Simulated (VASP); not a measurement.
Here is a VASP 6.6.1 calculation.

The input INCAR:

```
SYSTEM = Si4O7
PREC = Accurate
ENCUT = 520
EDIFF = 1E-6
ISMEAR = 0
SIGMA = 0.05
LREAL = .FALSE.
LASPH = .TRUE.
NELM = 60
ALGO = Normal
ISIF = 2
LWAVE = .FALSE.
LCHARG = .FALSE.
GGA = PE
NBANDS = 40
```

The input KPOINTS:

```
regular mesh
0
G
  4 4 4
  0 0 0
```

Contents of POSCAR:

```
Si4O7
1.0
    5.0799801732      0.0000000000      0.0000000000
    0.0000000000      5.0799801732      0.0000000000
    0.0000000000      0.0000000000      7.0914769300
Si O
4 7
Direct
    0.2944292339      0.2944292339      0.0000000000
    0.2055707661      0.7944292339      0.2500000000
    0.7055707661      0.7055707661      0.5000000000
    0.7944292339      0.2055707661      0.7500000000
    0.4053663613      0.7409644515      0.4248320116
    0.7590355485      0.9053663613      0.6748320116
    0.5946336387      0.2590355485      0.9248320116
    0.7409644515      0.4053663613      0.5751679884
    1.3800577504      1.0014515366      0.1125231739
    0.2590355485      0.5946336387      0.0751679884
    0.0946336387      0.2409644515      0.8251679884
```

Potentials or basis: VASP PAW PBE potentials, release 64 (Si, O).

Command:

```sh
$ cat potpaw_PBE.64/Si/POTCAR potpaw_PBE.64/O/POTCAR > POTCAR
$ mpirun -np 1 vasp_std > vasp.out
```

(1) Predict the band gap on the k mesh.

(2) Predict the pressure.

(3) Estimate the largest force.

## Answers

(1) 2.28 eV.

(2) 0.8 GPa.

(3) 5.192 eV/Å.

Caveat: the cell differs from its parent crystal (atoms taken out, atom 9 moved 1.125 of the way to it and -0.900 Å across, host rigid).
